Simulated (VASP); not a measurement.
**Sn: relaxation of cell and atoms with PBE+D4**

Sn:

```
Sn
1.0
     0.00000    3.23334    3.23334
     3.23334    0.00000    3.23334
     3.23334    3.23334    0.00000
Sn
2
Direct
  0.75000 0.75000 0.75000
  0.50000 0.50000 0.50000
```

```
Program                : VASP 6.6.1
Task                   : relaxation of cell and atoms
Functional             : PBE
Dispersion             : D4
Potentials or basis    : VASP PAW PBE potentials, release 64 (Sn_d)
Cutoff                 : 600 eV
k mesh                 : 7 × 7 × 7
Occupations            : fermi-dirac, width 0.05 eV
Spin                   : no spin polarisation
Dipole correction      : no
Further INCAR settings : ALGO = Normal; EDIFF = 1e-07; IBRION = 2; EDIFFG = -0.005; NSW = 80; ISIF = 3
```

The relaxed volume is 35.35 Å³/atom, the relaxed cell is a = 4.642 Å, b = 4.642 Å, c = 4.642 Å, α = 60.00°, β = 60.00°, γ = 60.00° and the space group after relaxing (to 0.05 Å) is Fd-3m (No. 227). The energy gained by relaxing is 9.4 meV/atom and the ionic steps are 3. The pressure after relaxing is 0.0 GPa, the band gap on the k mesh is zero (band 14 reaches 5.37 eV, above the bottom of band 15 at 5.25 eV) and the dispersion energy per atom is -0.327 eV.

The path:
```
step  energy change (eV)  largest force (eV/Å)  pressure (GPa)  volume (Å³)
   1              0.0000                0.0000            2.04        67.61
   2             -0.0164                0.0000           -0.63        71.90
   3             -0.0188                0.0000           -0.01        70.71
```

Final structure:
```
CELL_PARAMETERS angstrom
0.00000 3.28207 3.28207
3.28207 0.00000 3.28207
3.28207 3.28207 0.00000
ATOMIC_POSITIONS crystal
Sn 0.75000 0.75000 0.75000
Sn 0.50000 0.50000 0.50000
```

Levels at points of the mesh, in eV from the Fermi level:
```csv
k point,band 12,band 13,band 14,band 15,band 16,band 17
"(0.00, 0.00, 0.00)",-0.79,0.17,0.17,0.17,2.23,2.23
```

Run time: 84 s on 1 thread of Intel Xeon 6975P-C, with other jobs on the host, peak memory 0.25 GiB.

Caveat: spin-orbit coupling is left out, which moves the levels of the heavy elements; pairwise dispersion overbinds metals, which lowers pressure and volume. Zero-point motion and thermal expansion aren't in these numbers.
